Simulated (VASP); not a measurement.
# Si (I4/mmm) in VASP: notebook

Si is run at these levels: PBEsol; tasks: single point.

Everything below comes from runs of VASP 6.6.1. Logs are shortened: lines on timing, memory, paths and dates and some standing lists are left out, and cuts for length are marked.

## Step 1: The cell of the first run

The structure is tetragonal, space group I4/mmm (No. 139). Conventional cell: a = 2.362 Å, b = 2.362 Å, c = 3.256 Å, α = 90.00°, β = 90.00°, γ = 90.00°. Within 3.1 Å of Si (site symmetry 4/mmm) lie 12 Si at 2.33 to 2.36 Å.

## Step 2: Single point, PBEsol

INCAR

```
ALGO     = Normal         # electronic algorithm
EDIFF    = 1E-6           # SCF threshold, eV
ENCUT    = 500            # plane-wave cutoff, eV
GGA      = PS             # functional
GGA_COMPAT= F            
ISIF     = 2              # what is computed and relaxed
ISMEAR   = 1              # smearing method
LASPH    = T              # aspherical terms in the spheres
LCHARG   = F              # write CHGCAR
LREAL    = F              # projectors in reciprocal space
LWAVE    = F              # write WAVECAR
NBANDS   = 8              # bands
NELM     = 120            # most SCF steps
PREC     = Accurate       # precision mode
SIGMA    = 0.1            # smearing width, eV
```

KPOINTS

```
k-points
0
Gamma
  18 18 18
```

POSCAR

```
Si
1.0
    0.0000000000      1.6700000000      1.6282500000
    1.6700000000      0.0000000000      1.6282500000
    1.6700000000      1.6700000000      0.0000000000
Si
1
Direct
    0.0000000000      0.0000000000      0.0000000000
```

Potentials or basis: VASP PAW PBE potentials, release 64 (Si).

On the command line:

```console
> cat potpaw_PBE.64/Si/POTCAR > POTCAR
> mpirun -np 1 vasp_std > vasp.out
```

OUTCAR:

```text
EDIFF = 1E-6
   ENCUT = 500
   GGA = PS
   ISIF = 2
   ISMEAR = 1
   LASPH = T
   LREAL = F
   NELM = 120
   PREC = Accurate

 ion  position               nearest neighbor table
   1  0.000  0.000  0.000-

  LATTYP: Found a body centered tetragonal cell.
 ALAT       =     2.3617366492
 C/A-ratio  =     1.3788582233

  Lattice vectors:

 A1 = (   0.0000000000,  -1.6700000000,  -1.6282500000)
 A2 = (   0.0000000000,   1.6700000000,  -1.6282500000)
 A3 = (   1.6700000000,   0.0000000000,   1.6282500000)

Analysis of symmetry for initial positions (statically):
=====================================================================
 Subroutine PRICEL returns:
 Original cell was already a primitive cell.

 Routine SETGRP: Setting up the symmetry group for a
 body centered tetragonal supercell.

 Subroutine GETGRP returns: Found 16 space group operations
 (whereof 16 operations were pure point group operations)
 out of a pool of 16 trial point group operations.

The static configuration has the point symmetry D_4h.

Analysis of symmetry for dynamics (positions and initial velocities):
=====================================================================
 Subroutine PRICEL returns:
 Original cell was already a primitive cell.

 Routine SETGRP: Setting up the symmetry group for a
 body centered tetragonal supercell.

 Subroutine GETGRP returns: Found 16 space group operations
 (whereof 16 operations were pure point group operations)
 out of a pool of 16 trial point group operations.

The dynamic configuration has the point symmetry D_4h.

 Subroutine INISYM returns: Found 16 space group operations
 (whereof 16 operations are pure point group operations),
 and found     1 'primitive' translations

----------------------------------------------------------------------------------------

                                     Primitive cell

  volume of cell :       9.0821

  direct lattice vectors                    reciprocal lattice vectors
     0.000000000  1.670000000  1.628250000    -0.299401198  0.299401198  0.307078151
     1.670000000  0.000000000  1.628250000     0.299401198 -0.299401198  0.307078151
     1.670000000  1.670000000  0.000000000     0.299401198  0.299401198 -0.307078151

  length of vectors
     2.332401780  2.332401780  2.361736649     0.523047938  0.523047938  0.523047938

  position of ions in fractional coordinates (direct lattice)
     0.000000000  0.000000000  0.000000000

  ion indices of the primitive-cell ions
   primitive index   ion index
                 1           1

----------------------------------------------------------------------------------------

 KPOINTS: k-points

Automatic generation of k-mesh.
 Grid dimensions read from file:
 generate k-points for:   18   18   18

 Generating k-lattice:

  Cartesian coordinates                     Fractional coordinates (reciprocal lattice)
    -0.016633400  0.016633400  0.017059897     0.055555556  0.000000000  0.000000000
     0.016633400 -0.016633400  0.017059897     0.000000000  0.055555556  0.000000000
     0.016633400  0.016633400 -0.017059897    -0.000000000 -0.000000000  0.055555556

  Length of vectors
     0.029058219  0.029058219  0.029058219

  Shift w.r.t. Gamma in fractional coordinates (k-lattice)
     0.000000000  0.000000000  0.000000000

 Subroutine IBZKPT returns following result:
 ===========================================

 Found    480 irreducible k-points:

 Following reciprocal coordinates:
            Coordinates               Weight
  0.000000  0.000000  0.000000      1.000000
  0.055556  0.000000  0.000000      8.000000
  0.111111  0.000000  0.000000      8.000000
  0.166667  0.000000  0.000000      8.000000
  0.222222  0.000000  0.000000      8.000000
  0.277778  0.000000  0.000000      8.000000
[... 16 lines left out ...]
 -0.277778  0.055556  0.000000      8.000000
 -0.222222  0.055556  0.000000      8.000000
 [... further k-points ...]
   k-points           NKPTS =    480   k-points in BZ     NKDIM =    480   number of bands    NBANDS=      8
   number of dos      NEDOS =    301   number of ions     NIONS =      1
   total plane-waves  NPLWV =   5832
   dimension x,y,z NGX =    18 NGY =   18 NGZ =   18
   dimension x,y,z NGXF=    36 NGYF=   36 NGZF=   36
   ions per type =               1
   NGX,Y,Z   is equivalent  to a cutoff of  12.83, 12.83, 12.67 a.u.
   NGXF,Y,Z  is equivalent  to a cutoff of  25.66, 25.66, 25.34 a.u.
 SYSTEM =  unknown system
   PREC   = accura    normal or accurate (medium, high low for compatibility)
   ISTART =      0    job   : 0-new  1-cont  2-samecut
   ICHARG =      2    charge: 1-file 2-atom 10-const
   ISPIN  =      1    spin polarized calculation?
   LNONCOLLINEAR =      F non collinear calculations
   LSORBIT =      F    spin-orbit coupling
   LASPH  =      T    aspherical Exc in radial PAW
   ENCUT  =  500.0 eV  36.75 Ry    6.06 a.u.   4.25  4.25  4.31*2*pi/ulx,y,z
   NELM   =    120;   NELMIN=  2; NELMDL= -5     # of ELM steps
   EDIFF  = 0.1E-05   stopping-criterion for ELM
   LREAL  =      F    real-space projection
   EDIFFG = 0.1E-04   stopping-criterion for IOM
   NSW    =      0    number of steps for IOM
   IBRION =     -1    ionic relax: 0-MD 1-quasi-New 2-CG
   NFREE  =      0    steps in history (QN), initial steepest desc. (CG)
   ISIF   =      2    stress and relaxation
   ISYM   =      2    0-nonsym 1-usesym 2-fastsym
   POTIM  = 0.5000    time-step for ionic-motion
   TEBEG  =    0.0;   TEEND  =   0.0 temperature during run
   PSTRESS=    0.0 pullay stress
   NELECT =       4.0000    total number of electrons
   NUPDOWN=      -1.0000    fix difference up-down
   EMIN   =  10.00;   EMAX   =-10.00  energy-range for DOS
   EFERMI =   0.00;   METHOD = LEGACY
   ISMEAR =     1;   SIGMA  =   0.10  broadening in eV -4-tet -1-fermi 0-gaus
   EFERMI_NEDOS =   21; number of points for ismear=-14 and -15
   IALGO  =     38    algorithm
   IMIX   =      4    mixing-type and parameters
     AMIX     =   0.40;   BMIX     =  1.00
     AMIX_MAG =   1.60;   BMIX_MAG =  1.00
  volume/ion in A,a.u.               =       9.08        61.29
  Fermi-wavevector in a.u.,A,eV,Ry     =   1.245566  2.353779 21.108557  1.551435
  Thomas-Fermi vector in A             =   2.379783
   LORBIT       =      0    0 simple, 1 ext, 2 COOP (PROOUT), +10 PAW based schemes
   GGA     = PS    functional components
   LHFCALC =     F    Hartree Fock is set to
   AEXX    =    0.0000 exact exchange contribution
   IVDW    =     0    specifies the selected vdW correction
   LEPSILON=     F    determine dielectric tensor
   LRPA    =     F    only Hartree local field effects (RPA)
 non-spin polarized calculation
 Methfessel and Paxton  Order N= 1 SIGMA  =   0.10
  energy-cutoff  :      500.00
  volume of cell :        9.08
 maximum number of plane-waves:       257
 NGX is ok and might be reduce to    18
   NGX =  9   NGY =  9   NGZ =  9

 number of electron       4.0000000 magnetization

 Free energy of the ion-electron system (eV)
  ---------------------------------------------------
  ext. energy  EPLUGINS =         0.00000000
  ---------------------------------------------------
  free energy    TOTEN  =        -4.26088706 eV

  energy without entropy =       -4.26086931  energy(sigma->0) =       -4.26088114

 E-fermi :  17.6108     XC(G=0): -13.2223

 val. band max:       17.6036912000   @ k =   0.3889   0.3889   0.0000
 cond. band min:      17.6263886855   @ k =  -0.1111   0.3889   0.2778
 fundamental gap:      0.0226974856
 Fermi energy:        17.6107938487

 k-point     1 :       0.0000    0.0000    0.0000
  band No.  band energies     occupation
      1      -1.9568      2.00000
      2      31.3027      0.00000
      3      31.3027      0.00000
      4      31.7328      0.00000
      5      35.4154      0.00000
      6      35.5376      0.00000
      7      35.5376      0.00000
      8      37.9727      0.00000

 k-point     2 :       0.0556    0.0000    0.0000
  band No.  band energies     occupation
      1      -1.8346      2.00000
      2      29.6685      0.00000
      3      31.0688      0.00000
      4      31.3900      0.00000
      5      35.8365      0.00000
      6      35.9631      0.00000
      7      36.0191      0.00000
      8      39.2019      0.00000

 k-point     3 :       0.1111    0.0000    0.0000
  band No.  band energies     occupation
      1      -1.4688      2.00000
      2      26.6634      0.00000
      3      30.5634      0.00000
      4      30.9215      0.00000
      5      36.0010      0.00000
      6      36.8910      0.00000
      7      37.0028      0.00000
      8      38.6177      0.00000

 k-point     4 :       0.1667    0.0000    0.0000
  band No.  band energies     occupation
      1      -0.8612      2.00000
      2      23.5317      0.00000
      3      30.0395      0.00000
      4      30.4597      0.00000
      5      35.7595      0.00000
      6      36.8674      0.00000
      7      37.9022      0.00000
      8      38.6387      0.00000

 k-point     5 :       0.2222    0.0000    0.0000
  band No.  band energies     occupation
      1      -0.0151      2.00000
      2      20.4780      0.00000
      3      29.6128      0.00000
      4      30.1027      0.00000
      5      35.4037      0.00000
      6      35.4990      0.00000
      7      36.5801      0.00000
      8      40.1085      0.00000
[... 177 lines left out ...]
 k-point    22 :      -0.3333    0.0556    0.0000
  band No.  band energies     occupation
      1       2.9321      2.00000
      2      14.0942      2.00000
      3      27.7079      0.00000
      4      30.3576      0.00000
      5      31.5196      0.00000
      6      33.5543      0.00000
      7      36.1939      0.00000
      8      41.2123      0.00000

 k-point    23 :      -0.2778    0.0556    0.0000
  band No.  band energies     occupation
      1       1.5553      2.00000
      2      16.7750      2.00000
      3      27.6870      0.00000
      4      30.8537      0.00000
      5      32.2217      0.00000
      6      34.7073      0.00000
      7      36.1753      0.00000
      8      41.6255      0.00000

 k-point    24 :      -0.2222    0.0556    0.0000
  band No.  band energies     occupation
      1       0.4043      2.00000
      2      19.6226      0.00000
      3      27.8554      0.00000
      4      31.1426      0.00000
      5      33.4683      0.00000
      6      35.8397      0.00000
      7      36.5023      0.00000
      8      39.5819      0.00000

 [... further k-points ...]

------------------------ aborting loop because EDIFF is reached ----------------------------------------

  FORCE on cell =-STRESS in cart. coord.  units (eV):
  Direction    XX          YY          ZZ          XY          YZ          ZX
  --------------------------------------------------------------------------------------
  -------------------------------------------------------------------------------------
  Total        5.6986100      5.6986100      6.0359256      0.0000000      0.0000000      0.0000000
  in kB     1005.2995555   1005.2995555   1064.8058705      0.0000000      0.0000000      0.0000000
  external PRESSURE =    1025.1349939 kB  Pullay stress =       0.0000000 kB

 VOLUME and BASIS-vectors are now :
 -----------------------------------------------------------------------------
  energy-cutoff  :      500.00
  volume of cell :        9.08
      direct lattice vectors                 reciprocal lattice vectors
     0.000000000  1.670000000  1.628250000    -0.299401198  0.299401198  0.307078151
     1.670000000  0.000000000  1.628250000     0.299401198 -0.299401198  0.307078151
     1.670000000  1.670000000  0.000000000     0.299401198  0.299401198 -0.307078151

 POSITION                                       TOTAL-FORCE (eV/Angst)
 -----------------------------------------------------------------------------------
      0.00000      0.00000      0.00000         0.000000      0.000000      0.000000
 -----------------------------------------------------------------------------------
    total drift:                               -0.000000      0.000000     -0.000000

  FREE ENERGIE OF THE ION-ELECTRON SYSTEM (eV)
  ---------------------------------------------------
  free  energy   TOTEN  =        -4.2608870589 eV

  energy  without entropy=       -4.2608693085  energy(sigma->0) =       -4.26088114
```

Wall time 23 s (1 thread of Intel Xeon Platinum 8259CL at 2.50GHz (Skylake/Cascade Lake), shared host); peak memory 0.13 GiB.

Results:

```yaml
Free_energy: -4.2609 eV
Pressure: 102.5 GPa
Band_gap_on_the_k_mesh: zero (bands 2 and 3 overlap by 17.65 eV)
```

Caveat: the cell stands under pressure; the PAW data sets were made with another functional, which shifts forces and pressure a little.

## Step 3: Single point, PBEsol

This run uses another cell than the first one, of 9.55 Å³/atom.

INCAR

```
SYSTEM = Si
PREC = Accurate
ENCUT = 500
EDIFF = 1E-6
ISMEAR = 1
SIGMA = 0.1
LREAL = .FALSE.
LASPH = .TRUE.
NELM = 120
ALGO = Normal
ISIF = 2
LWAVE = .FALSE.
LCHARG = .FALSE.
GGA = PS
NBANDS = 8
GGA_COMPAT = .FALSE.
```

KPOINTS

```
regular mesh
0
G
  18 18 18
  0 0 0
```

POSCAR

```
Si
1.0
    0.0000000000      1.6700000000      1.7117500000
    1.6700000000      0.0000000000      1.7117500000
    1.6700000000      1.6700000000      0.0000000000
Si
1
Direct
    0.0000000000      0.0000000000      0.0000000000
```

Potentials or basis: VASP PAW PBE potentials, release 64 (Si).

On the command line:

```console
> cat potpaw_PBE.64/Si/POTCAR > POTCAR
> mpirun -np 1 vasp_std > vasp.out
```

OUTCAR:

```text
SYSTEM = Si
   PREC = Accurate
   ENCUT = 500
   EDIFF = 1E-6
   ISMEAR = 1
   LREAL = .FALSE.
   LASPH = .TRUE.
   NELM = 120
   ISIF = 2
   GGA = PS

 ion  position               nearest neighbor table
   1  0.000  0.000  0.000-

  LATTYP: Found a body centered tetragonal cell.
 ALAT       =     2.3617366492
 C/A-ratio  =     1.4495689014

  Lattice vectors:

 A1 = (  -1.6700000000,   0.0000000000,   1.7117500000)
 A2 = (   1.6700000000,   0.0000000000,   1.7117500000)
 A3 = (   0.0000000000,   1.6700000000,  -1.7117500000)
[... 444 lines left out ...]

 [... further k-points ...]

------------------------ aborting loop because EDIFF is reached ----------------------------------------

  FORCE on cell =-STRESS in cart. coord.  units (eV):
  Direction    XX          YY          ZZ          XY          YZ          ZX
  --------------------------------------------------------------------------------------
  -------------------------------------------------------------------------------------
  Total        4.9258417      4.9258417      4.7068601      0.0000000     -0.0000000      0.0000000
  in kB      826.5854617    826.5854617    789.8390352      0.0000000     -0.0000000      0.0000000
  external PRESSURE =     814.3366528 kB  Pullay stress =       0.0000000 kB

 VOLUME and BASIS-vectors are now :
 -----------------------------------------------------------------------------
  energy-cutoff  :      500.00
  volume of cell :        9.55
      direct lattice vectors                 reciprocal lattice vectors
     0.000000000  1.670000000  1.711750000    -0.299401198  0.299401198  0.292098729
     1.670000000  0.000000000  1.711750000     0.299401198 -0.299401198  0.292098729
     1.670000000  1.670000000  0.000000000     0.299401198  0.299401198 -0.292098729

 POSITION                                       TOTAL-FORCE (eV/Angst)
 -----------------------------------------------------------------------------------
      0.00000      0.00000      0.00000        -0.000000     -0.000000     -0.000000
 -----------------------------------------------------------------------------------
    total drift:                                0.000000     -0.000000     -0.000000

  FREE ENERGIE OF THE ION-ELECTRON SYSTEM (eV)
  ---------------------------------------------------
  free  energy   TOTEN  =        -4.5275087714 eV

  energy  without entropy=       -4.5277704798  energy(sigma->0) =       -4.52759601
```

stdout:

```text
POSCAR found type information on POSCAR Si
 POSCAR found :  1 types and       1 ions
 scaLAPACK will be used
 -----------------------------------------------------------------------------
|                                                                             |
|                                                                             |
|     You enforced a specific xc type in the INCAR file but a different       |
|     I HOPE YOU KNOW WHAT YOU ARE DOING!                                     |
|                                                                             |
 -----------------------------------------------------------------------------

 LDA part: xc-table for (Slater+PW92), standard interpolation
 POSCAR, INCAR and KPOINTS ok, starting setup
 FFT: planning ... GRIDC
 FFT: planning ... GRID_SOFT
 FFT: planning ... GRID
 WAVECAR not read
 entering main loop
```

Run time: 22 s. Hardware: 1 thread of Intel Xeon Platinum 8259CL at 2.50GHz (Skylake/Cascade Lake), shared host; peak memory 0.13 GiB.

What came out:

```yaml
Free_energy: -4.5275 eV
Pressure: 81.4 GPa
Band_gap_on_the_k_mesh: zero (bands 2 and 3 overlap by 17.14 eV)
```

Stress tensor (GPa, compression positive):
```
82.66  0.00  0.00
 0.00 82.66  0.00
 0.00  0.00 78.98
```

Levels at points of the mesh, in eV from the Fermi level:
```csv
k point,band 1,band 2,band 3,band 4,band 5
"(0.00, 0.00, 0.00)",-18.94,13.35,13.76,13.76,17.01
"(0.50, 0.00, 0.00)",-10.05,-9.16,11.67,12.48,12.59
"(0.50, 0.50, 0.00)",-7.99,-5.79,3.64,5.07,5.07
"(0.50, 0.00, 0.50)",-7.48,-5.12,3.26,4.29,4.54
```

Caveat: the cell stands under pressure; the PAW data sets were made with another functional, which shifts forces and pressure a little.

## Step 4: Single point, PBEsol

This run uses another cell than the first one, of 9.78 Å³/atom.

INCAR

```
PREC = Accurate ; ENCUT = 500
EDIFF = 1E-6 ; ISMEAR = 1
SIGMA = 0.1 ; LREAL = False
LASPH = True ; NELM = 120
ALGO = Normal ; ISIF = 2
LWAVE = False ; LCHARG = False
GGA = PS ; NBANDS = 8
GGA_COMPAT = False
```

KPOINTS

```
regular mesh
0
Gamma
  18 18 18
```

POSCAR

```
Si
1.0
    0.0000000000      1.6700000000      1.7535000000
    1.6700000000      0.0000000000      1.7535000000
    1.6700000000      1.6700000000      0.0000000000
Si
1
Direct
    0.0000000000      0.0000000000      0.0000000000
```

On the command line:

```console
> cat potpaw_PBE.64/Si/POTCAR > POTCAR
> mpirun -np 1 vasp_std > vasp.out
```

It took 23 s on 1 thread of Intel Xeon Platinum 8259CL at 2.50GHz (Skylake/Cascade Lake), shared host; peak memory 0.13 GiB.

Results (log left out):

| Item | Value |
| --- | --- |
| Free energy | -4.6321 eV |
| Pressure | 73.2 GPa |
| Band gap on the k mesh | zero (bands 2 and 3 overlap by 16.79 eV) |

Stress tensor (GPa, compression positive):
```
74.78  0.00  0.00
 0.00 74.78  0.00
 0.00  0.00 69.90
```

Levels at points of the mesh, in eV from the Fermi level:
| k point | band 1 | band 2 | band 3 | band 4 | band 5 | band 6 | band 7 |
| --- | --- | --- | --- | --- | --- | --- | --- |
| (0.00, 0.00, 0.00) | -18.61 | 13.04 | 13.85 | 13.85 | 16.64 | 16.64 | 16.82 |
| (0.50, 0.00, 0.00) | -9.82 | -9.01 | 11.21 | 11.78 | 12.82 | 13.69 | 18.30 |
| (0.50, 0.50, 0.00) | -8.11 | -6.11 | 3.99 | 5.42 | 5.42 | 11.06 | 31.26 |
| (0.50, 0.00, 0.50) | -7.14 | -4.78 | 3.28 | 3.92 | 4.41 | 9.91 | 30.65 |

Caveat: the cell stands under pressure; the PAW data sets were made with another functional, which shifts forces and pressure a little.

## Step 5: Overview

```csv
cell,gap on the mesh (eV),pressure (GPa)
"a = 2.332, b = 2.332, c = 2.362 Å, angles 59.6, 59.6, 60.8°, 1 atom",none,102.5
"a = 2.391, b = 2.391, c = 2.362 Å, angles 60.4, 60.4, 59.2°, 1 atom",none,81.4
"a = 2.421, b = 2.421, c = 2.362 Å, angles 60.8, 60.8, 58.4°, 1 atom",none,73.2
```

Alike in all rows: task single point; level PBEsol; potentials or basis VASP PAW PBE potentials, release 64 (Si); no spin polarisation; k mesh 18 × 18 × 18; cutoff (eV) 500; smearing methfessel-paxton 0.1 eV.

Caveats: the cell stands under pressure; the PAW data sets were made with another functional, which shifts forces and pressure a little.

Total energies depend on the potentials used, so only differences within one code and one set of settings carry meaning.
